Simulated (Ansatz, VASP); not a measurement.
## One calculation of CdS, two programs

```xyz
2
Lattice="0.0000 2.9032 2.9032 2.9032 0.0000 2.9032 2.9032 2.9032 0.0000" Properties=species:S:1:pos:R:3 pbc="T T T"
Cd    0.0000    0.0000    0.0000
S     4.3548    4.3548    4.3548
```

Change from the starting cell: volume scaled by 0.96.

Alike in both runs: task single point; functional PBE; k mesh 7 × 7 × 7; occupations fermi-dirac, width 0.02 eV; no spin polarisation.

|  | VASP | Ansatz |
| --- | --- | --- |
| version | VASP 6.6.1 | Ansatz 0.2.0 |
| potentials or method | VASP PAW PBE potentials, release 64 (Cd, S), cutoff 520 eV | all-electron LAPW, scalar-relativistic |

```tsv
	VASP	Ansatz	Ansatz less VASP
gap on the k mesh at the Fermi level (eV)	1.18	1.17	-0.005
pressure (GPa)	4.2	3.8	-0.35
```

Ansatz ran all-electron here, and VASP with PAW potentials.
